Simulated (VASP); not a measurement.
# Os (Im-3m) in VASP: single point with PBE

Aim: the single point of Os with PBE.

Program: VASP 6.6.1. These are calculated values, not measurements. Logs are shortened: lines on timing, memory, paths and dates and some standing lists are left out, and cuts for length are marked.

### Step 1. The cell of the first run

The structure is cubic, space group Im-3m (No. 229). Conventional cell: a = 3.092 Å, b = 3.092 Å, c = 3.092 Å, α = 90.00°, β = 90.00°, γ = 90.00°. Os (site symmetry m-3m) has 14 Os at 2.68 to 3.09 Å within 3.5 Å.

### Step 2. Single point, PBE

INCAR reads:

```
  ALGO = Normal
  EDIFF = 1E-6
  ENCUT = 600
  GGA = PE
  GGA_COMPAT = F
  ISIF = 2
  ISMEAR = 0
  LASPH = T
  LCHARG = F
  LREAL = F
  LWAVE = F
  NBANDS = 10
  NELM = 120
  PREC = Accurate
  SIGMA = 0.05
```

KPOINTS reads:

```
k-points
0
Gamma
  10 10 10
```

POSCAR reads:

```
Os
1.0
   -1.5458930308      1.5458930308      1.5458930308
    1.5458930308     -1.5458930308      1.5458930308
    1.5458930308      1.5458930308     -1.5458930308
Os
1
Direct
    0.0000000000      0.0000000000      0.0000000000
```

Potentials or basis: VASP PAW PBE potentials, release 64 (Os).

Command:

```sh
> cat potpaw_PBE.64/Os/POTCAR > POTCAR
> mpirun -np 1 vasp_std > vasp.out
```

OUTCAR:

```text
EDIFF = 1E-6
   ENCUT = 600
   GGA = PE
   ISIF = 2
   ISMEAR = 0
   LASPH = T
   LREAL = F
   NELM = 120
   PREC = Accurate

 ion  position               nearest neighbor table
   1  0.000  0.000  0.000-

  LATTYP: Found a body centered cubic cell.
 ALAT       =     3.0917860616

  Lattice vectors:

 A1 = (  -1.5458930308,   1.5458930308,   1.5458930308)
 A2 = (   1.5458930308,  -1.5458930308,   1.5458930308)
 A3 = (   1.5458930308,   1.5458930308,  -1.5458930308)

Analysis of symmetry for initial positions (statically):
=====================================================================
 Subroutine PRICEL returns:
 Original cell was already a primitive cell.

 Routine SETGRP: Setting up the symmetry group for a
 body centered cubic supercell.

 Subroutine GETGRP returns: Found 48 space group operations
 (whereof 48 operations were pure point group operations)
 out of a pool of 48 trial point group operations.

The static configuration has the point symmetry O_h .

Analysis of symmetry for dynamics (positions and initial velocities):
=====================================================================
 Subroutine PRICEL returns:
 Original cell was already a primitive cell.

 Routine SETGRP: Setting up the symmetry group for a
 body centered cubic supercell.

 Subroutine GETGRP returns: Found 48 space group operations
 (whereof 48 operations were pure point group operations)
 out of a pool of 48 trial point group operations.

The dynamic configuration has the point symmetry O_h .

 Subroutine INISYM returns: Found 48 space group operations
 (whereof 48 operations are pure point group operations),
 and found     1 'primitive' translations

----------------------------------------------------------------------------------------

                                     Primitive cell

  volume of cell :      14.7774

  direct lattice vectors                    reciprocal lattice vectors
    -1.545893031  1.545893031  1.545893031     0.000000000  0.323437644  0.323437644
     1.545893031 -1.545893031  1.545893031     0.323437644  0.000000000  0.323437644
     1.545893031  1.545893031 -1.545893031     0.323437644  0.323437644  0.000000000

  length of vectors
     2.677565272  2.677565272  2.677565272     0.457409903  0.457409903  0.457409903

  position of ions in fractional coordinates (direct lattice)
     0.000000000  0.000000000  0.000000000

  ion indices of the primitive-cell ions
   primitive index   ion index
                 1           1

----------------------------------------------------------------------------------------

 KPOINTS: k-points

Automatic generation of k-mesh.
 Grid dimensions read from file:
 generate k-points for:   10   10   10

 Generating k-lattice:

  Cartesian coordinates                     Fractional coordinates (reciprocal lattice)
     0.000000000  0.032343764  0.032343764     0.100000000  0.000000000  0.000000000
     0.032343764  0.000000000  0.032343764     0.000000000  0.100000000  0.000000000
     0.032343764  0.032343764  0.000000000     0.000000000  0.000000000  0.100000000

  Length of vectors
     0.045740990  0.045740990  0.045740990

  Shift w.r.t. Gamma in fractional coordinates (k-lattice)
     0.000000000  0.000000000  0.000000000

 Subroutine IBZKPT returns following result:
 ===========================================

 Found     47 irreducible k-points:

 Following reciprocal coordinates:
            Coordinates               Weight
  0.000000  0.000000  0.000000      1.000000
  0.100000  0.000000  0.000000     12.000000
  0.200000  0.000000  0.000000     12.000000
  0.300000  0.000000  0.000000     12.000000
  0.400000  0.000000  0.000000     12.000000
  0.500000  0.000000  0.000000      6.000000
[... 16 lines left out ...]
  0.300000  0.300000  0.100000      8.000000
 -0.300000  0.300000  0.100000     24.000000
 [... further k-points ...]
   k-points           NKPTS =     47   k-points in BZ     NKDIM =     47   number of bands    NBANDS=     10
   number of dos      NEDOS =    301   number of ions     NIONS =      1
   total plane-waves  NPLWV =  13824
   dimension x,y,z NGX =    24 NGY =   24 NGZ =   24
   dimension x,y,z NGXF=    48 NGYF=   48 NGZF=   48
   ions per type =               1
   NGX,Y,Z   is equivalent  to a cutoff of  14.90, 14.90, 14.90 a.u.
   NGXF,Y,Z  is equivalent  to a cutoff of  29.80, 29.80, 29.80 a.u.
 SYSTEM =  unknown system
   PREC   = accura    normal or accurate (medium, high low for compatibility)
   ISTART =      0    job   : 0-new  1-cont  2-samecut
   ICHARG =      2    charge: 1-file 2-atom 10-const
   ISPIN  =      1    spin polarized calculation?
   LNONCOLLINEAR =      F non collinear calculations
   LSORBIT =      F    spin-orbit coupling
   LASPH  =      T    aspherical Exc in radial PAW
   ENCUT  =  600.0 eV  44.10 Ry    6.64 a.u.   5.35  5.35  5.35*2*pi/ulx,y,z
   NELM   =    120;   NELMIN=  2; NELMDL= -5     # of ELM steps
   EDIFF  = 0.1E-05   stopping-criterion for ELM
   LREAL  =      F    real-space projection
   EDIFFG = 0.1E-04   stopping-criterion for IOM
   NSW    =      0    number of steps for IOM
   IBRION =     -1    ionic relax: 0-MD 1-quasi-New 2-CG
   NFREE  =      0    steps in history (QN), initial steepest desc. (CG)
   ISIF   =      2    stress and relaxation
   ISYM   =      2    0-nonsym 1-usesym 2-fastsym
   POTIM  = 0.5000    time-step for ionic-motion
   TEBEG  =    0.0;   TEEND  =   0.0 temperature during run
   PSTRESS=    0.0 pullay stress
   NELECT =       8.0000    total number of electrons
   NUPDOWN=      -1.0000    fix difference up-down
   EMIN   =  10.00;   EMAX   =-10.00  energy-range for DOS
   EFERMI =   0.00;   METHOD = LEGACY
   ISMEAR =     0;   SIGMA  =   0.05  broadening in eV -4-tet -1-fermi 0-gaus
   EFERMI_NEDOS =   21; number of points for ismear=-14 and -15
   IALGO  =     38    algorithm
   IMIX   =      4    mixing-type and parameters
     AMIX     =   0.40;   BMIX     =  1.00
     AMIX_MAG =   1.60;   BMIX_MAG =  1.00
  volume/ion in A,a.u.               =      14.78        99.72
  Fermi-wavevector in a.u.,A,eV,Ry     =   1.334255  2.521376 24.221574  1.780235
  Thomas-Fermi vector in A             =   2.463050
   LORBIT       =      0    0 simple, 1 ext, 2 COOP (PROOUT), +10 PAW based schemes
   GGA     = PE    functional components
   LHFCALC =     F    Hartree Fock is set to
   AEXX    =    0.0000 exact exchange contribution
   IVDW    =     0    specifies the selected vdW correction
   LEPSILON=     F    determine dielectric tensor
   LRPA    =     F    only Hartree local field effects (RPA)
 non-spin polarized calculation
 Gauss-broadening in eV      SIGMA  =   0.05
  energy-cutoff  :      600.00
  volume of cell :       14.78
 maximum number of plane-waves:       531
 NGX is ok and might be reduce to    24
   NGX = 11   NGY = 11   NGZ = 11

 number of electron       8.0000001 magnetization

 Free energy of the ion-electron system (eV)
  ---------------------------------------------------
  ext. energy  EPLUGINS =         0.00000000
  ---------------------------------------------------
  free energy    TOTEN  =       -10.36568055 eV

  energy without entropy =      -10.36385849  energy(sigma->0) =      -10.36476952

 E-fermi :   8.9304     XC(G=0): -13.7296

 val. band max:        8.8793740253   @ k =   0.1000   0.0000   0.0000
 cond. band min:       8.9323607029   @ k =  -0.3000   0.3000   0.3000
 fundamental gap:      0.0529866776
 Fermi energy:         8.9304181467

 k-point     1 :       0.0000    0.0000    0.0000
  band No.  band energies     occupation
      1      -1.7873      2.00000
      2       5.6789      2.00000
      3       5.6789      2.00000
      4       5.6789      2.00000
      5       8.8626      1.94497
      6       8.8626      1.94496
      7      25.1367      0.00000
      8      25.1367      0.00000
      9      25.1367      0.00000
     10      36.7175      0.00000

 k-point     2 :       0.1000    0.0000    0.0000
  band No.  band energies     occupation
      1      -1.3273      2.00000
      2       5.4500      2.00000
      3       5.6440      2.00000
      4       6.1079      2.00000
      5       8.5657      2.00000
      6       8.8794      1.85119
      7      25.4148      0.00000
      8      25.8680      0.00000
      9      25.8918      0.00000
     10      33.5505      0.00000

 k-point     3 :       0.2000    0.0000    0.0000
  band No.  band energies     occupation
      1      -0.1202      2.00000
      2       4.8967      2.00000
      3       5.4610      2.00000
      4       7.3387      2.00000
      5       8.2579      2.00000
      6       8.9597      0.40739
      7      25.3158      0.00000
      8      26.1161      0.00000
      9      27.9901      0.00000
     10      31.7145      0.00000

 k-point     4 :       0.3000    0.0000    0.0000
  band No.  band energies     occupation
      1       1.1064      2.00000
      2       4.2867      2.00000
      3       5.6828      2.00000
      4       8.4627      2.00000
      5       9.1392      0.00000
      6       9.1718      0.00000
      7      23.0653      0.00000
      8      23.6655      0.00000
      9      30.8563      0.00000
     10      31.0286      0.00000
[... 222 lines left out ...]
 k-point    22 :      -0.2000    0.2000    0.1000
  band No.  band energies     occupation
      1       0.3037      2.00000
      2       5.2799      2.00000
      3       5.5531      2.00000
      4       7.2070      2.00000
      5       7.2640      2.00000
      6       9.4905      0.00000
      7      25.6818      0.00000
      8      26.4020      0.00000
      9      28.4350      0.00000
     10      29.5256      0.00000

 k-point    23 :       0.3000    0.3000    0.1000
  band No.  band energies     occupation
      1       3.2507      2.00000
      2       4.8159      2.00000
      3       4.8159      2.00000
      4       9.4479      0.00000
      5       9.4479      0.00000
      6      15.2247      0.00000
      7      18.5265      0.00000
      8      18.5265      0.00000
      9      23.3281      0.00000
     10      33.6519      0.00000

 k-point    24 :      -0.3000    0.3000    0.1000
  band No.  band energies     occupation
      1       1.5254      2.00000
      2       4.7082      2.00000
      3       5.3462      2.00000
      4       7.7006      2.00000
      5       9.0453      0.00116
      6       9.6881      0.00000
      7      22.6496      0.00000
      8      25.0090      0.00000
      9      29.2720      0.00000
     10      31.5433      0.00000

 [... further k-points ...]

------------------------ aborting loop because EDIFF is reached ----------------------------------------

  FORCE on cell =-STRESS in cart. coord.  units (eV):
  Direction    XX          YY          ZZ          XY          YZ          ZX
  --------------------------------------------------------------------------------------
  -------------------------------------------------------------------------------------
  Total        0.0016271      0.0016271      0.0016271      0.0000000      0.0000000      0.0000000
  in kB        0.1764101      0.1764101      0.1764101      0.0000000      0.0000000      0.0000000
  external PRESSURE =       0.1764101 kB  Pullay stress =       0.0000000 kB

 VOLUME and BASIS-vectors are now :
 -----------------------------------------------------------------------------
  energy-cutoff  :      600.00
  volume of cell :       14.78
      direct lattice vectors                 reciprocal lattice vectors
    -1.545893031  1.545893031  1.545893031     0.000000000  0.323437644  0.323437644
     1.545893031 -1.545893031  1.545893031     0.323437644  0.000000000  0.323437644
     1.545893031  1.545893031 -1.545893031     0.323437644  0.323437644  0.000000000

 POSITION                                       TOTAL-FORCE (eV/Angst)
 -----------------------------------------------------------------------------------
      0.00000      0.00000      0.00000         0.000000     -0.000000      0.000000
 -----------------------------------------------------------------------------------
    total drift:                               -0.000000      0.000000      0.000000

  FREE ENERGIE OF THE ION-ELECTRON SYSTEM (eV)
  ---------------------------------------------------
  free  energy   TOTEN  =       -10.3656805545 eV

  energy  without entropy=      -10.3638584874  energy(sigma->0) =      -10.36476952
```

It took 3.5 s on 1 thread of Intel Xeon 6975P-C (Granite Rapids), shared host; peak memory 0.14 GiB.

Results:

| Property | Result |
| --- | --- |
| Free energy | -10.3657 eV |
| Pressure | 0.0 GPa |
| Band gap on the k mesh | zero (band 4 reaches 11.26 eV, above the bottom of band 5 at 7.26 eV) |

Caveat: spin-orbit coupling is left out, which moves the levels of the heavy elements.
